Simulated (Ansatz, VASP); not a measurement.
Two plane-wave programs on RbOs

```
CELL_PARAMETERS angstrom
6.23122 0.00000 0.00000
-3.11561 5.39639 0.00000
0.00000 0.00000 5.84137
ATOMIC_POSITIONS crystal
Rb 0.50000 0.00000 0.00000
Rb 0.50000 0.50000 0.00000
Rb 0.00000 0.50000 0.00000
Os 0.00000 0.00000 0.00000
Os 0.33333 0.66667 0.50000
Os 0.66667 0.33333 0.50000
```

Alike in both runs: functional PBE; k mesh 3 × 3 × 4; occupations gaussian, width 0.1 eV; no spin polarisation.

Ansatz relaxed the structure, and its values are those at the end. VASP's run is a single point on that final structure, the one shown.

```csv
,VASP,Ansatz
version,VASP 6.6.1,Ansatz 0.2.0
potentials or method,"VASP PAW PBE potentials, release 64 (Rb_sv, Os), cutoff 520 eV","scalar-relativistic, plane waves, PAW"
valence electrons in the cell,51,75
```

|  | VASP | Ansatz | Ansatz less VASP |
| --- | --- | --- | --- |
| gap on the k mesh at the Fermi level (eV) | none | none | - |
| pressure (GPa) | 0.2 | 0.1 | -0.14 |

A gap of «none» marks a metal or a gap that the smearing closes. With one functional, cell and mesh, what is left measures potentials, basis and numerics. VASP's potentials hold 51 valence electrons a cell and Ansatz's 75, so a difference there can come from the potentials and not from the codes.

The k mesh is coarse, so the values compare programs but aren't converged. Spin-orbit coupling is off throughout.
